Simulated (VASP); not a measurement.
# C (Fd-3m) in VASP: a series of runs

C is run at these levels: r2SCAN; tasks: single point.

Program: VASP 6.6.1. These are calculated values, not measurements. Logs are shortened: lines on timing, memory, paths and dates and some standing lists are left out, and cuts for length are marked.

## (1) The cell of the first run

It takes space group Fd-3m (No. 227, cubic). The conventional cell has a = 3.571 Å, b = 3.571 Å, c = 3.571 Å, α = 90.00°, β = 90.00°, γ = 90.00°. Within 2.1 Å of C (site symmetry -43m) lie 4 C at 1.55 Å.

## (2) Single point, r2SCAN

POSCAR reads:

```
C
1.0
    0.0000000000      1.7856546300      1.7856546300
    1.7856546300      0.0000000000      1.7856546300
    1.7856546300      1.7856546300      0.0000000000
C
2
Direct
    0.7500000000      0.7500000000      0.7500000000
    0.5000000000      0.5000000000      0.5000000000
```

INCAR.step1 reads:

```
  ALGO = Normal
  EDIFF = 1E-5
  ENCUT = 660
  GGA = PE
  GGA_COMPAT = False
  ISMEAR = 0
  LASPH = True
  LCHARG = False
  LREAL = False
  LWAVE = True
  NBANDS = 11
  NELM = 120
  PREC = Accurate
  SIGMA = 0.05
```

INCAR.step2 reads:

```
  ALGO = Normal
  EDIFF = 1E-6
  ENCUT = 660
  GGA_COMPAT = False
  ISIF = 2
  ISMEAR = 0
  ISTART = 1
  LASPH = True
  LCHARG = True
  LELF = True
  LMIXTAU = True
  LREAL = False
  LVHAR = True
  LWAVE = False
  METAGGA = R2SCAN
  NBANDS = 11
  NELM = 120
  PREC = Accurate
  SIGMA = 0.05
```

KPOINTS reads:

```
k-points
0
Gamma
  12 12 12
```

Potentials or basis: VASP PAW PBE potentials, release 64 (C).

Command:

```
$ cat potpaw_PBE.64/C/POTCAR > POTCAR
$ cp INCAR.step1 INCAR
$ mpirun -np 1 vasp_std > vasp.out
$ cp INCAR.step2 INCAR
$ mpirun -np 1 vasp_std > vasp.out
```

OUTCAR:

```text
EDIFF = 1E-6
   ENCUT = 660
   ISIF = 2
   ISMEAR = 0
   ISTART = 1
   LASPH = True
   LREAL = False
   METAGGA = R2SCAN
   NELM = 120
   PREC = Accurate

 ion  position               nearest neighbor table
   1  0.750  0.750  0.750-   2 1.55   2 1.55   2 1.55   2 1.55
   2  0.500  0.500  0.500-   1 1.55   1 1.55   1 1.55   1 1.55

  LATTYP: Found a face centered cubic cell.
 ALAT       =     3.5713092600

  Lattice vectors:

 A1 = (   0.0000000000,   1.7856546300,   1.7856546300)
 A2 = (   1.7856546300,   0.0000000000,   1.7856546300)
 A3 = (   1.7856546300,   1.7856546300,   0.0000000000)

Analysis of symmetry for initial positions (statically):
=====================================================================
 Subroutine PRICEL returns:
 Original cell was already a primitive cell.

 Routine SETGRP: Setting up the symmetry group for a
 face centered cubic supercell.

 Subroutine GETGRP returns: Found 48 space group operations
 (whereof 24 operations were pure point group operations)
 out of a pool of 48 trial point group operations.

The static configuration has the point symmetry T_d .
 The point group associated with its full space group is O_h .

Analysis of symmetry for dynamics (positions and initial velocities):
=====================================================================
 Subroutine PRICEL returns:
 Original cell was already a primitive cell.

 Routine SETGRP: Setting up the symmetry group for a
 face centered cubic supercell.

 Subroutine GETGRP returns: Found 48 space group operations
 (whereof 24 operations were pure point group operations)
 out of a pool of 48 trial point group operations.

The dynamic configuration has the point symmetry T_d .
 The point group associated with its full space group is O_h .

 Subroutine INISYM returns: Found 48 space group operations
 (whereof 24 operations are pure point group operations),
 and found     1 'primitive' translations

----------------------------------------------------------------------------------------

                                     Primitive cell

  volume of cell :      11.3873

  direct lattice vectors                    reciprocal lattice vectors
     0.000000000  1.785654630  1.785654630    -0.280009354  0.280009354  0.280009354
     1.785654630  0.000000000  1.785654630     0.280009354 -0.280009354  0.280009354
     1.785654630  1.785654630  0.000000000     0.280009354  0.280009354 -0.280009354

  length of vectors
[... 89 lines left out ...]
   ISYM   =      2    0-nonsym 1-usesym 2-fastsym
   POTIM  = 0.5000    time-step for ionic-motion
   TEBEG  =    0.0;   TEEND  =   0.0 temperature during run
   PSTRESS=    0.0 pullay stress
   NELECT =       8.0000    total number of electrons
   NUPDOWN=      -1.0000    fix difference up-down
   EMIN   =  10.00;   EMAX   =-10.00  energy-range for DOS
   EFERMI =   0.00;   METHOD = LEGACY
   ISMEAR =     0;   SIGMA  =   0.05  broadening in eV -4-tet -1-fermi 0-gaus
   EFERMI_NEDOS =   21; number of points for ismear=-14 and -15
   IALGO  =     38    algorithm
   IMIX   =      4    mixing-type and parameters
     AMIX     =   0.40;   BMIX     =  1.00
     AMIX_MAG =   1.60;   BMIX_MAG =  1.00
  volume/ion in A,a.u.               =       5.69        38.42
  Fermi-wavevector in a.u.,A,eV,Ry     =   1.455339  2.750191 28.817279  2.118010
  Thomas-Fermi vector in A             =   2.572385
   LORBIT       =      0    0 simple, 1 ext, 2 COOP (PROOUT), +10 PAW based schemes
   METAGGA = R2SCAN    functional components
   LHFCALC =     F    Hartree Fock is set to
   AEXX    =    0.0000 exact exchange contribution
   IVDW    =     0    specifies the selected vdW correction
   LEPSILON=     F    determine dielectric tensor
   LRPA    =     F    only Hartree local field effects (RPA)
 non-spin polarized calculation
 Gauss-broadening in eV      SIGMA  =   0.05
  energy-cutoff  :      660.00
  volume of cell :       11.39
 maximum number of plane-waves:       448
 NGX is ok and might be reduce to    24
   NGX = 11   NGY = 11   NGZ = 11

 number of electron       8.0000000 magnetization

 Free energy of the ion-electron system (eV)
  ---------------------------------------------------
  ext. energy  EPLUGINS =         0.00000000
  ---------------------------------------------------
  free energy    TOTEN  =       -19.66837038 eV

  energy without entropy =      -19.66837038  energy(sigma->0) =      -19.66837038

 E-fermi :  10.0374     XC(G=0): -14.2358

 val. band max:        9.6541458585   @ k =   0.0000   0.0000   0.0000
 cond. band min:      13.9889195903   @ k =   0.3333   0.3333   0.0000
 fundamental gap:      4.3347737317
 Fermi energy:        10.0373838569

 k-point     1 :       0.0000    0.0000    0.0000
  band No.  band energies     occupation
      1     -12.9864      2.00000
      2       9.6541      2.00000
      3       9.6541      2.00000
      4       9.6541      2.00000
      5      15.4795      0.00000
      6      15.4795      0.00000
      7      15.4795      0.00000
      8      23.3789      0.00000
      9      29.9995      0.00000
     10      37.0011      0.00000
     11      37.0011      0.00000
[... 309 lines left out ...]
 k-point    24 :      -0.4167    0.1667    0.0000
  band No.  band energies     occupation
      1      -6.6153      2.00000
      2      -3.4999      2.00000
      3       3.8538      2.00000
      4       5.8606      2.00000
      5      17.5398      0.00000
      6      20.3924      0.00000
      7      21.3177      0.00000
      8      25.9889      0.00000
      9      30.1643      0.00000
     10      34.8796      0.00000
     11      35.5694      0.00000

 [... further k-points ...]

------------------------ aborting loop because EDIFF is reached ----------------------------------------

  FORCE on cell =-STRESS in cart. coord.  units (eV):
  Direction    XX          YY          ZZ          XY          YZ          ZX
  --------------------------------------------------------------------------------------
  -------------------------------------------------------------------------------------
  Total       -0.2835688     -0.2835688     -0.2835688      0.0000000      0.0000000     -0.0000000
  in kB      -39.8975825    -39.8975825    -39.8975825      0.0000000      0.0000000     -0.0000000
  external PRESSURE =     -39.8975825 kB  Pullay stress =       0.0000000 kB

 VOLUME and BASIS-vectors are now :
 -----------------------------------------------------------------------------
  energy-cutoff  :      660.00
  volume of cell :       11.39
      direct lattice vectors                 reciprocal lattice vectors
     0.000000000  1.785654630  1.785654630    -0.280009354  0.280009354  0.280009354
     1.785654630  0.000000000  1.785654630     0.280009354 -0.280009354  0.280009354
     1.785654630  1.785654630  0.000000000     0.280009354  0.280009354 -0.280009354

 POSITION                                       TOTAL-FORCE (eV/Angst)
 -----------------------------------------------------------------------------------
      2.67848      2.67848      2.67848        -0.000000     -0.000000      0.000000
      1.78565      1.78565      1.78565         0.000000      0.000000     -0.000000
 -----------------------------------------------------------------------------------
    total drift:                                0.000000      0.000000      0.000000

  FREE ENERGIE OF THE ION-ELECTRON SYSTEM (eV)
  ---------------------------------------------------
  free  energy   TOTEN  =       -19.6683703837 eV

  energy  without entropy=      -19.6683703837  energy(sigma->0) =      -19.66837038
```

It took 53 s on 1 thread of Intel Xeon Platinum 8488C (Sapphire Rapids), shared host; peak memory 0.14 GiB.

What came out:

- Free energy: -19.6684 eV
- Pressure: -4.0 GPa
- Band gap on the k mesh: 4.33 eV, indirect (least direct gap 5.83 eV)

Caveat: the PAW data sets were made with another functional, which shifts forces and pressure a little. A k mesh can miss the band edges.

## (3) Single point, r2SCAN

This run uses another cell than the first one, of 5.64 Å³/atom, 0.991 times its volume.

POSCAR reads:

```
C
1.0
    0.0000000000      1.7801035163      1.7801035163
    1.7801035163      0.0000000000      1.7801035163
    1.7801035163      1.7801035163      0.0000000000
C
2
Direct
    0.7500000000      0.7500000000      0.7500000000
    0.5000000000      0.5000000000      0.5000000000
```

INCAR.step1 is that of step 2.

INCAR.step2 is that of step 2.

KPOINTS is that of step 2.

Potentials or basis: VASP PAW PBE potentials, release 64 (C).

Command:

```
$ cat potpaw_PBE.64/C/POTCAR > POTCAR
$ cp INCAR.step1 INCAR
$ mpirun -np 1 vasp_std > vasp.out
$ cp INCAR.step2 INCAR
$ mpirun -np 1 vasp_std > vasp.out
```

It took 32 s on 1 thread of Intel Xeon Platinum 8488C (Sapphire Rapids), shared host; peak memory 0.13 GiB.

The run converged. Its results:

- Free energy: -19.6692 eV
- Pressure: 0.2 GPa
- Band gap on the k mesh: 4.36 eV, indirect (least direct gap 5.85 eV)

Levels at points of the mesh, in eV from the valence-band top:
```csv
k point,band 2,band 3,band 4,band 5,band 6,band 7
"(0.00, 0.00, 0.00)",0.00,0.00,0.00,5.85,5.85,5.85
"(0.50, 0.00, 0.00)",-14.11,-2.99,-2.99,8.90,8.90,9.20
"(0.50, 0.50, 0.00)",-13.63,-6.69,-6.69,5.01,5.01,17.96
```

Caveat: the PAW data sets were made with another functional, which shifts forces and pressure a little. r2SCAN opens gaps a little over a GGA but as a rule still falls short of measured ones.

## (4) Single point, r2SCAN

This run uses another cell than the first one, of 5.64 Å³/atom, 0.991 times its volume.

POSCAR is that of step 3.

INCAR.step1 reads:

```
SYSTEM = C
ALGO = Normal
EDIFF = 1E-5
ENCUT = 660
GGA = PE
GGA_COMPAT = .FALSE.
ISMEAR = 0
LASPH = .TRUE.
LCHARG = .FALSE.
LREAL = .FALSE.
LWAVE = .TRUE.
NBANDS = 11
NELM = 120
PREC = Accurate
SIGMA = 0.05
```

INCAR.step2 reads:

```
SYSTEM = C
ALGO = Normal
EDIFF = 1E-6
ENCUT = 660
GGA_COMPAT = .FALSE.
ISIF = 2
ISMEAR = 0
ISTART = 1
LASPH = .TRUE.
LCHARG = .TRUE.
LELF = .TRUE.
LMIXTAU = .TRUE.
LREAL = .FALSE.
LVHAR = .TRUE.
LWAVE = .FALSE.
METAGGA = R2SCAN
NBANDS = 11
NELM = 120
PREC = Accurate
SIGMA = 0.05
```

KPOINTS reads:

```
k-points
0
G
  12 12 12
  0 0 0
```

Command:

```
$ cat potpaw_PBE.64/C/POTCAR > POTCAR
$ cp INCAR.step1 INCAR
$ mpirun -np 1 vasp_std > vasp.out
$ cp INCAR.step2 INCAR
$ mpirun -np 1 vasp_std > vasp.out
```

It took 31 s on 1 thread of Intel Xeon Platinum 8488C (Sapphire Rapids), shared host; peak memory 0.13 GiB.

Results (log left out):

* Free energy: -19.6692 eV
* Pressure: 0.2 GPa
* Band gap on the k mesh: 4.36 eV, indirect (least direct gap 5.85 eV)

Levels at points of the mesh, in eV from the valence-band top:
| k point | band 2 | band 3 | band 4 | band 5 | band 6 | band 7 |
| --- | --- | --- | --- | --- | --- | --- |
| (0.00, 0.00, 0.00) | 0.00 | 0.00 | 0.00 | 5.85 | 5.85 | 5.85 |
| (0.50, 0.00, 0.00) | -14.11 | -2.99 | -2.99 | 8.90 | 8.90 | 9.20 |
| (0.50, 0.50, 0.00) | -13.63 | -6.69 | -6.69 | 5.01 | 5.01 | 17.96 |

Caveat: the PAW data sets were made with another functional, which shifts forces and pressure a little.
